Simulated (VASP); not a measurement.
# Si3Sn (Pm-3m) in VASP: notebook, part 2 of 2

VASP 6.6.1.

## Step 3: Single point, PBE

This run uses another cell than the first one, of 19.19 Å³/atom.

File INCAR:

```
SYSTEM = Si3Sn
ALGO = Normal ; EDIFF = 1E-7
ENCUT = 520 ; GGA = PE
ISIF = 2 ; ISMEAR = 0
LASPH = .True. ; LCHARG = .True.
LELF = .True. ; LREAL = .False.
LVHAR = .True. ; LWAVE = .False.
NBANDS = 21 ; NELM = 100
PREC = Accurate ; SIGMA = 0.1
```

File KPOINTS:

```
k-points
0
Gamma
  4 4 4
  0 0 0
```

File POSCAR:

```
Si3Sn
1.0
    4.2498566870      0.0000000000      0.0000000000
    0.0000000000      4.2498566870      0.0000000000
    0.0000000000      0.0000000000      4.2498566870
Si Sn
3 1
Direct
    0.5000000000      0.5000000000      0.0000000000
    0.5000000000      0.0000000000      0.5000000000
    0.0000000000      0.5000000000      0.5000000000
    0.0000000000      0.0000000000      0.0000000000
```

Potentials or basis: VASP PAW PBE potentials, release 64 (Si, Sn_d).

Run with:

```bash
> cat potpaw_PBE.64/Si/POTCAR potpaw_PBE.64/Sn_d/POTCAR > POTCAR
> mpirun -np 1 vasp_std > vasp.out
```

OUTCAR:

```text
SYSTEM = Si3Sn
   EDIFF = 1E-7
   ENCUT = 520
   GGA = PE
   ISIF = 2
   ISMEAR = 0
   LASPH = .True.
   LREAL = .False.
   NELM = 100
   PREC = Accurate

 ion  position               nearest neighbor table
   1  0.500  0.500  0.000-   2 3.01   3 3.01   4 3.01   2 3.01   3 3.01   2 3.01   4 3.01   2 3.01
                             3 3.01   4 3.01   3 3.01   4 3.01
   2  0.500  0.000  0.500-   1 3.01   3 3.01   4 3.01   1 3.01   4 3.01   1 3.01   3 3.01   1 3.01
                             3 3.01   4 3.01   4 3.01   3 3.01
[... 429 lines left out ...]
  --------------------------------------------------------------------------------------
  -------------------------------------------------------------------------------------
  Total        0.0696138      0.0696138      0.0696138      0.0000000      0.0000000     -0.0000000
  in kB        1.4530576      1.4530576      1.4530576      0.0000000      0.0000000     -0.0000000
  external PRESSURE =       1.4530576 kB  Pullay stress =       0.0000000 kB

 VOLUME and BASIS-vectors are now :
 -----------------------------------------------------------------------------
  energy-cutoff  :      520.00
  volume of cell :       76.76
      direct lattice vectors                 reciprocal lattice vectors
     4.249856687  0.000000000  0.000000000     0.235302052  0.000000000  0.000000000
     0.000000000  4.249856687  0.000000000     0.000000000  0.235302052  0.000000000
     0.000000000  0.000000000  4.249856687     0.000000000  0.000000000  0.235302052

 POSITION                                       TOTAL-FORCE (eV/Angst)
 -----------------------------------------------------------------------------------
      2.12493      2.12493      0.00000         0.000000      0.000000      0.000000
      2.12493      0.00000      2.12493         0.000000      0.000000      0.000000
      0.00000      2.12493      2.12493         0.000000      0.000000      0.000000
      0.00000      0.00000      0.00000         0.000000      0.000000      0.000000
 -----------------------------------------------------------------------------------
    total drift:                               -0.000000      0.000000     -0.000000

  FREE ENERGIE OF THE ION-ELECTRON SYSTEM (eV)
  ---------------------------------------------------
  free  energy   TOTEN  =       -17.6031012346 eV

  energy  without entropy=      -17.5929572852  energy(sigma->0) =      -17.59802926
```

stdout:

```text
POSCAR found type information on POSCAR SiSn
 POSCAR found :  2 types and       4 ions
 scaLAPACK will be used
 LDA part: xc-table for (Slater+PW92), standard interpolation
 POSCAR, INCAR and KPOINTS ok, starting setup
 FFT: planning ... GRIDC
 FFT: planning ... GRID_SOFT
 FFT: planning ... GRID
 WAVECAR not read
 entering main loop
```

Wall time 26 s (1 thread of Intel Xeon 8259CL, shared host); peak memory 0.18 GiB.

Results:

```
Free energy            : -17.6031 eV
Pressure               : 0.1 GPa
Band gap on the k mesh : zero (bands 13 and 14 overlap by 2.73 eV)
```

Caveat: the k points lie up to 0.37 Å⁻¹ apart, too coarse for converged energies and pressures of a metal; spin-orbit coupling is left out, which moves the levels of the heavy elements.

## Step 4: Relaxation of cell and atoms, PBE

File INCAR:

```
  PREC = Accurate
  ENCUT = 600
  EDIFF = 1E-6
  ISMEAR = 0
  SIGMA = 0.1
  LREAL = False
  LASPH = True
  NELM = 100
  ALGO = Normal
  ISIF = 3
  LWAVE = False
  LCHARG = False
  GGA = PE
  IBRION = 2
  NSW = 90
  EDIFFG = -0.04
```

File KPOINTS:

```
Automatic mesh
0
Gamma
  4 4 4
```

File POSCAR:

```
Si3Sn
1.0
    4.0214763600      0.0000000000      0.0000000000
    0.0000000000      4.0214763600      0.0000000000
    0.0000000000      0.0000000000      4.0214763600
Si Sn
3 1
Direct
    0.5000000000      0.5000000000      0.0000000000
    0.5000000000      0.0000000000      0.5000000000
    0.0000000000      0.5000000000      0.5000000000
    0.0000000000      0.0000000000      0.0000000000
```

Run with:

```bash
> cat potpaw_PBE.64/Si/POTCAR potpaw_PBE.64/Sn_d/POTCAR > POTCAR
> mpirun -np 1 vasp_std > vasp.out
```

It took 54 s on 1 thread of Intel Xeon 8259CL, shared host; peak memory 0.18 GiB.

Results (log left out):

| Property | Result |
| --- | --- |
| Free energy | -17.6017 eV |
| Relaxed volume | 19.24 Å³/atom |
| Relaxed cell | a = 4.253 Å, b = 4.253 Å, c = 4.253 Å, α = 90.00°, β = 90.00°, γ = 90.00° |
| Space group after relaxing (to 0.1 Å) | Pm-3m (No. 221) |
| Energy gained by relaxing | 93.3 meV/atom |
| Ionic steps | 4 |
| Pressure after relaxing | 0.0 GPa |
| Band gap on the k mesh | zero (bands 13 and 14 overlap by 2.72 eV) |

Step by step:
| step | energy change (eV) | largest force (eV/Å) | pressure (GPa) | volume (Å³) |
| --- | --- | --- | --- | --- |
| 1 | 0.0000 | 0.0000 | 12.47 | 65.04 |
| 2 | -0.3717 | 0.0000 | -0.64 | 77.69 |
| 3 | -0.3726 | 0.0000 | 0.40 | 76.50 |
| 4 | -0.3732 | 0.0000 | 0.01 | 76.95 |

Final structure:
```
Si Sn
1.0
     4.25346    0.00000    0.00000
     0.00000    4.25346    0.00000
     0.00000    0.00000    4.25346
Si Sn
3 1
Cartesian
  2.1267 2.1267 0.0000
  2.1267 0.0000 2.1267
  0.0000 2.1267 2.1267
  0.0000 0.0000 0.0000
```

Levels at points of the mesh, in eV from the Fermi level:
| k point | band 9 | band 10 | band 11 | band 12 | band 13 | band 14 | band 15 | band 16 | band 17 |
| --- | --- | --- | --- | --- | --- | --- | --- | --- | --- |
| (0.00, 0.00, 0.00) | -4.38 | -4.38 | -4.38 | -4.20 | 1.94 | 1.94 | 1.94 | 3.00 | 3.00 |
| (0.50, 0.00, 0.00) | -3.44 | -2.37 | -2.37 | -2.30 | -2.30 | -0.78 | -0.73 | 4.09 | 4.09 |
| (0.50, 0.50, 0.00) | -8.31 | -0.56 | -0.56 | -0.55 | -0.54 | -0.40 | -0.40 | 0.04 | 0.14 |
| (0.50, 0.50, 0.50) | -7.01 | -5.70 | -5.70 | -5.70 | -5.43 | 5.79 | 5.79 | 5.79 | 6.16 |

Caveat: the k points lie up to 0.37 Å⁻¹ apart in the final cell, too coarse for converged energies and pressures of a metal; the volume moved by over 15 % at a fixed basis, so the end points are rough; spin-orbit coupling is left out, which moves the levels of the heavy elements.

## Step 5: Summary

| task | cell | cutoff (eV) | gap on the mesh (eV) | pressure (GPa) |
| --- | --- | --- | --- | --- |
| single point | a = 4.021 Å, 4 atoms | 520 | none | 12.4 |
| single point | a = 4.250 Å, 4 atoms | 520 | none | 0.1 |
| relaxation of cell and atoms | relaxed from a = 4.021 Å, 4 atoms | 600 | none | 0.0 |

Alike in all rows: level PBE; potentials or basis VASP PAW PBE potentials, release 64 (Si, Sn_d); no spin polarisation; k mesh 4 × 4 × 4; smearing gaussian 0.1 eV.

Caveats: all runs use coarse meshes; spin-orbit coupling is left out, which moves the levels of the heavy elements; the volume moved by over 15 % at a fixed basis, so the end points are rough (at least some runs).

Total energies depend on the potentials used, so only differences within one code and one set of settings carry meaning.
